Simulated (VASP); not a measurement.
# TiO2 (I4_1/amd) in VASP: a series of runs

The runs below take TiO2 through single point, with r2SCAN.

Program: VASP 6.6.1. These are calculated values, not measurements. Logs are shortened: lines on timing, memory, paths and dates and some standing lists are left out, and cuts for length are marked.

## Step 1: The cell of the first run

It takes space group I4_1/amd (No. 141, tetragonal). Conventional cell: a = 3.778 Å, b = 3.778 Å, c = 9.583 Å, α = 90.00°, β = 90.00°, γ = 90.00°. Ti (site symmetry -4m2) has 6 O at 1.93 to 1.99 Å within 2.6 Å. Within 2.6 Å of O (site symmetry 2mm) lie 3 Ti at 1.93 to 1.99 Å and 2 O at 2.46 Å.

## Step 2: Single point, r2SCAN

POSCAR

```
TiO2
1.0
   -1.8889611621      1.8889611621      4.7917440140
    1.8889611621     -1.8889611621      4.7917440140
    1.8889611621      1.8889611621     -4.7917440140
Ti O
2 4
Direct
    0.0000000000      0.0000000000      0.0000000000
    0.7500000000      0.2500000000      0.5000000000
    0.2072814070      0.2072814070      0.0000000000
    0.9572814070      0.4572814070      0.5000000000
    0.5427185930      0.0427185930      0.5000000000
    0.7927185930      0.7927185930      0.0000000000
```

INCAR.step1

```
SYSTEM = TiO2
PREC     = Accurate       ! precision mode
ENCUT    = 520            ! plane-wave cutoff, eV
ISMEAR   = 0              ! smearing method
SIGMA    = 0.02           ! smearing width, eV
LREAL    = .False.        ! projectors in reciprocal space
LASPH    = .True.         ! aspherical terms in the spheres
NELM     = 80             ! most SCF steps
NBANDS   = 33             ! bands
GGA      = PE             ! functional
ALGO     = Normal         ! electronic algorithm
EDIFF    = 1E-4           ! SCF threshold, eV
LWAVE    = .True.         ! write WAVECAR
LCHARG   = .False.        ! write CHGCAR
```

INCAR.step2

```
SYSTEM = TiO2
PREC     = Accurate       ! precision mode
ENCUT    = 520            ! plane-wave cutoff, eV
EDIFF    = 1E-7           ! SCF threshold, eV
ISMEAR   = 0              ! smearing method
SIGMA    = 0.02           ! smearing width, eV
LREAL    = .False.        ! projectors in reciprocal space
LASPH    = .True.         ! aspherical terms in the spheres
NELM     = 80             ! most SCF steps
ALGO     = Normal         ! electronic algorithm
ISIF     = 2              ! what is computed and relaxed
LWAVE    = .False.        ! write WAVECAR
LCHARG   = .True.         ! write CHGCAR
METAGGA  = R2SCAN         ! meta-GGA
LMIXTAU  = .True.       
LELF     = .True.         ! ELF
LVHAR    = .True.       
NBANDS   = 33             ! bands
ISTART   = 1
```

KPOINTS

```
Automatic mesh
0
Gamma
  8 8 8
  0 0 0
```

Potentials or basis: VASP PAW PBE potentials, release 64 (Ti_sv, O).

Run with:

```console
$ cat potpaw_PBE.64/Ti_sv/POTCAR potpaw_PBE.64/O/POTCAR > POTCAR
$ cp INCAR.step1 INCAR
$ mpirun -np 1 vasp_std > vasp.out
$ cp INCAR.step2 INCAR
$ mpirun -np 1 vasp_std > vasp.out
```

OUTCAR:

```text
SYSTEM = TiO2
   PREC = Accurate
   ENCUT = 520
   EDIFF = 1E-7
   ISMEAR = 0
   LREAL = .False.
   LASPH = .True.
   NELM = 80
   ISIF = 2
   METAGGA = R2SCAN
   ISTART = 1

 ion  position               nearest neighbor table
   1  0.000  0.000  0.000-   5 1.93   4 1.93   4 1.93   5 1.93   6 1.99   3 1.99
   2  0.750  0.250  0.500-   3 1.93   3 1.93   6 1.93   6 1.93   4 1.99   5 1.99
   3  0.207  0.207  0.000-   2 1.93   2 1.93   1 1.99
   4  0.957  0.457  0.500-   1 1.93   1 1.93   2 1.99
   5  0.543  0.043  0.500-   1 1.93   1 1.93   2 1.99
   6  0.793  0.793  0.000-   2 1.93   2 1.93   1 1.99

  LATTYP: Found a body centered tetragonal cell.
 ALAT       =     3.7779223242
 C/A-ratio  =     2.5367085942

  Lattice vectors:

 A1 = (  -1.8889611621,   1.8889611621,   4.7917440140)
 A2 = (   1.8889611621,  -1.8889611621,   4.7917440140)
 A3 = (   1.8889611621,   1.8889611621,  -4.7917440140)

Analysis of symmetry for initial positions (statically):
=====================================================================
 Subroutine PRICEL returns:
 Original cell was already a primitive cell.

 Routine SETGRP: Setting up the symmetry group for a
 body centered tetragonal supercell.

 Subroutine GETGRP returns: Found 16 space group operations
 (whereof  8 operations were pure point group operations)
 out of a pool of 16 trial point group operations.

The static configuration has the point symmetry D_2d.
 The point group associated with its full space group is D_4h.

Analysis of symmetry for dynamics (positions and initial velocities):
=====================================================================
 Subroutine PRICEL returns:
 Original cell was already a primitive cell.

 Routine SETGRP: Setting up the symmetry group for a
 body centered tetragonal supercell.

 Subroutine GETGRP returns: Found 16 space group operations
 (whereof  8 operations were pure point group operations)
 out of a pool of 16 trial point group operations.

The dynamic configuration has the point symmetry D_2d.
 The point group associated with its full space group is D_4h.

 Subroutine INISYM returns: Found 16 space group operations
 (whereof  8 operations are pure point group operations),
 and found     1 'primitive' translations

----------------------------------------------------------------------------------------

                                     Primitive cell

  volume of cell :      68.3911

  direct lattice vectors                    reciprocal lattice vectors
    -1.888961162  1.888961162  4.791744014     0.000000000  0.264695754  0.104346142
     1.888961162 -1.888961162  4.791744014     0.264695754  0.000000000  0.104346142
     1.888961162  1.888961162 -4.791744014     0.264695754  0.264695754  0.000000000

  length of vectors
     5.486087790  5.486087790  5.486087790     0.284520579  0.284520579  0.374336326

  position of ions in fractional coordinates (direct lattice)
     0.000000000  0.000000000  0.000000000
     0.750000000  0.250000000  0.500000000
     0.207281407  0.207281407  0.000000000
     0.957281407  0.457281407  0.500000000
     0.542718593  0.042718593  0.500000000
     0.792718593  0.792718593  0.000000000

  ion indices of the primitive-cell ions
   primitive index   ion index
                 1           1
                 2           2
                 3           3
                 4           4
                 5           5
                 6           6

----------------------------------------------------------------------------------------

 KPOINTS: Automatic mesh

Automatic generation of k-mesh.
 Grid dimensions read from file:
 generate k-points for:    8    8    8

 Generating k-lattice:

  Cartesian coordinates                     Fractional coordinates (reciprocal lattice)
     0.000000000  0.033086969  0.013043268     0.125000000  0.000000000 -0.000000000
     0.033086969  0.000000000  0.013043268     0.000000000  0.125000000 -0.000000000
     0.033086969  0.033086969  0.000000000     0.000000000  0.000000000  0.125000000

  Length of vectors
     0.035565072  0.035565072  0.046792041

  Shift w.r.t. Gamma in fractional coordinates (k-lattice)
     0.000000000  0.000000000  0.000000000

 Subroutine IBZKPT returns following result:
 ===========================================

 Found     59 irreducible k-points:

 Following reciprocal coordinates:
            Coordinates               Weight
  0.000000  0.000000  0.000000      1.000000
  0.125000  0.000000  0.000000      8.000000
  0.250000  0.000000  0.000000      8.000000
  0.375000 -0.000000  0.000000      8.000000
  0.500000  0.000000  0.000000      4.000000
  0.125000  0.125000  0.000000      8.000000
[... 16 lines left out ...]
  0.250000  0.125000  0.125000     16.000000
  0.375000  0.125000  0.125000      8.000000
 [... further k-points ...]
   k-points           NKPTS =     59   k-points in BZ     NKDIM =     59   number of bands    NBANDS=     33
   number of dos      NEDOS =    301   number of ions     NIONS =      6
   total plane-waves  NPLWV =  74088
   dimension x,y,z NGX =    42 NGY =   42 NGZ =   42
   dimension x,y,z NGXF=    84 NGYF=   84 NGZF=   84
   ions per type =               2   4
   NGX,Y,Z   is equivalent  to a cutoff of  12.73, 12.73, 12.73 a.u.
   NGXF,Y,Z  is equivalent  to a cutoff of  25.45, 25.45, 25.45 a.u.
 SYSTEM =  TiO2
   PREC   = accura    normal or accurate (medium, high low for compatibility)
   ISTART =      1    job   : 0-new  1-cont  2-samecut
   ICHARG =      0    charge: 1-file 2-atom 10-const
   ISPIN  =      1    spin polarized calculation?
   LNONCOLLINEAR =      F non collinear calculations
   LSORBIT =      F    spin-orbit coupling
   LASPH  =      T    aspherical Exc in radial PAW
   ENCUT  =  520.0 eV  38.22 Ry    6.18 a.u.  10.20 10.20 10.20*2*pi/ulx,y,z
   NELM   =     80;   NELMIN=  2; NELMDL=  0     # of ELM steps
   EDIFF  = 0.1E-06   stopping-criterion for ELM
   LREAL  =      F    real-space projection
   EDIFFG = 0.1E-05   stopping-criterion for IOM
   NSW    =      0    number of steps for IOM
   IBRION =     -1    ionic relax: 0-MD 1-quasi-New 2-CG
   NFREE  =      0    steps in history (QN), initial steepest desc. (CG)
   ISIF   =      2    stress and relaxation
   ISYM   =      2    0-nonsym 1-usesym 2-fastsym
   POTIM  = 0.5000    time-step for ionic-motion
   TEBEG  =    0.0;   TEEND  =   0.0 temperature during run
   PSTRESS=    0.0 pullay stress
   NELECT =      48.0000    total number of electrons
   NUPDOWN=      -1.0000    fix difference up-down
   EMIN   =  10.00;   EMAX   =-10.00  energy-range for DOS
   EFERMI =   0.00;   METHOD = LEGACY
   ISMEAR =     0;   SIGMA  =   0.02  broadening in eV -4-tet -1-fermi 0-gaus
   EFERMI_NEDOS =   21; number of points for ismear=-14 and -15
   IALGO  =     38    algorithm
   IMIX   =      4    mixing-type and parameters
     AMIX     =   0.40;   BMIX     =  1.00
     AMIX_MAG =   1.60;   BMIX_MAG =  1.00
  volume/ion in A,a.u.               =      11.40        76.92
  Fermi-wavevector in a.u.,A,eV,Ry     =   1.454863  2.749292 28.798440  2.116626
  Thomas-Fermi vector in A             =   2.571964
   LORBIT       =      0    0 simple, 1 ext, 2 COOP (PROOUT), +10 PAW based schemes
   METAGGA = R2SCAN    functional components
   LHFCALC =     F    Hartree Fock is set to
   AEXX    =    0.0000 exact exchange contribution
   IVDW    =     0    specifies the selected vdW correction
   LEPSILON=     F    determine dielectric tensor
   LRPA    =     F    only Hartree local field effects (RPA)
 non-spin polarized calculation
 Gauss-broadening in eV      SIGMA  =   0.02
  energy-cutoff  :      520.00
  volume of cell :       68.39
 maximum number of plane-waves:      1858
 NGX is ok and might be reduce to    42
   NGX = 21   NGY = 21   NGZ = 21

 number of electron      47.9999993 magnetization

 Free energy of the ion-electron system (eV)
  ---------------------------------------------------
  ext. energy  EPLUGINS =         0.00000000
  ---------------------------------------------------
  free energy    TOTEN  =       -69.85813950 eV

  energy without entropy =      -69.85813950  energy(sigma->0) =      -69.85813950

 E-fermi :   3.1020     XC(G=0): -11.4451

 val. band max:        2.9775344418   @ k =  -0.3750   0.3750   0.0000
 cond. band min:       5.5681376652   @ k =   0.0000   0.0000   0.0000
 fundamental gap:      2.5906032235
 Fermi energy:         3.1019759198

 k-point     1 :       0.0000    0.0000    0.0000
  band No.  band energies     occupation
      1     -55.5691      2.00000
      2     -55.5101      2.00000
      3     -30.9862      2.00000
      4     -30.7381      2.00000
      5     -30.7381      2.00000
      6     -30.6691      2.00000
[... 25 lines left out ...]
     32       8.6167      0.00000
     33       8.6880      0.00000

 k-point     2 :       0.1250    0.0000    0.0000
  band No.  band energies     occupation
      1     -55.5671      2.00000
      2     -55.5114      2.00000
      3     -30.9822      2.00000
      4     -30.7599      2.00000
      5     -30.7395      2.00000
      6     -30.6781      2.00000
[... 25 lines left out ...]
     32       8.8335      0.00000
     33       9.1254      0.00000

 k-point     3 :       0.2500    0.0000    0.0000
  band No.  band energies     occupation
      1     -55.5617      2.00000
      2     -55.5150      2.00000
      3     -30.9729      2.00000
      4     -30.8097      2.00000
      5     -30.7424      2.00000
      6     -30.6968      2.00000
[... 25 lines left out ...]
     32       9.2238      0.00000
     33       9.6256      0.00000

 k-point     4 :       0.3750   -0.0000    0.0000
  band No.  band energies     occupation
      1     -55.5551      2.00000
      2     -55.5198      2.00000
      3     -30.9638      2.00000
      4     -30.8591      2.00000
      5     -30.7449      2.00000
      6     -30.7091      2.00000
[... 673 lines left out ...]
     32      10.0206      0.00000
     33      10.3638      0.00000

 k-point    23 :       0.2500    0.1250    0.1250
  band No.  band energies     occupation
      1     -55.5498      2.00000
      2     -55.5226      2.00000
      3     -30.9643      2.00000
      4     -30.8802      2.00000
      5     -30.7864      2.00000
      6     -30.7445      2.00000
[... 25 lines left out ...]
     32      10.0684      0.00000
     33      10.5812      0.00000

 k-point    24 :       0.3750    0.1250    0.1250
  band No.  band energies     occupation
      1     -55.5463      2.00000
      2     -55.5254      2.00000
      3     -30.9593      2.00000
      4     -30.9005      2.00000
      5     -30.7883      2.00000
      6     -30.7514      2.00000
[... 25 lines left out ...]
     32      10.0399      0.00000
     33      10.6595      0.00000

 [... further k-points ...]

------------------------ aborting loop because EDIFF is reached ----------------------------------------

  FORCE on cell =-STRESS in cart. coord.  units (eV):
  Direction    XX          YY          ZZ          XY          YZ          ZX
  --------------------------------------------------------------------------------------
  -------------------------------------------------------------------------------------
  Total        0.5477909      0.5477909      0.4623406      0.0000000      0.0000000      0.0000000
  in kB       12.8329268     12.8329268     10.8311098      0.0000000      0.0000000      0.0000000
  external PRESSURE =      12.1656545 kB  Pullay stress =       0.0000000 kB

 VOLUME and BASIS-vectors are now :
 -----------------------------------------------------------------------------
  energy-cutoff  :      520.00
  volume of cell :       68.39
      direct lattice vectors                 reciprocal lattice vectors
    -1.888961162  1.888961162  4.791744014     0.000000000  0.264695754  0.104346142
     1.888961162 -1.888961162  4.791744014     0.264695754  0.000000000  0.104346142
     1.888961162  1.888961162 -4.791744014     0.264695754  0.264695754  0.000000000

 POSITION                                       TOTAL-FORCE (eV/Angst)
 -----------------------------------------------------------------------------------
      0.00000      0.00000      0.00000        -0.000000     -0.000000      0.000000
      0.00000      1.88896      2.39587        -0.000000     -0.000000      0.000000
      0.00000      0.00000      1.98648         0.000000     -0.000000      0.026487
     -0.00000      1.88896      4.38235        -0.000000      0.000000      0.026487
     -0.00000      1.88896      0.40939        -0.000000      0.000000     -0.026487
      0.00000      0.00000      7.59701         0.000000     -0.000000     -0.026487
 -----------------------------------------------------------------------------------
    total drift:                                0.000000     -0.000000     -0.000000

  FREE ENERGIE OF THE ION-ELECTRON SYSTEM (eV)
  ---------------------------------------------------
  free  energy   TOTEN  =       -69.8581394966 eV

  energy  without entropy=      -69.8581394966  energy(sigma->0) =      -69.85813950
```

Wall time 18 min (1 thread of Intel Xeon Platinum 8375C at 2.90GHz (Ice Lake), shared host); peak memory 0.34 GiB.

What came out:

| Property | Result |
| --- | --- |
| Free energy | -69.8581 eV |
| Pressure | 1.2 GPa |
| Largest force | 0.026 eV/Å |
| Band gap on the k mesh | 2.59 eV, indirect (least direct gap 2.90 eV) |

Forces in eV/Å, atoms in the order of the input:
```
Ti   0.000  0.000  0.000
Ti   0.000  0.000  0.000
O    0.000  0.000  0.026
O    0.000  0.000  0.026
O    0.000  0.000 -0.026
O    0.000  0.000 -0.026
```

Stress tensor (GPa, compression positive):
```
1.28 0.00 0.00
0.00 1.28 0.00
0.00 0.00 1.08
```

Caveat: the PAW data sets were made with another functional, which shifts forces and pressure a little.

(Part 1 of 2 ends here.)
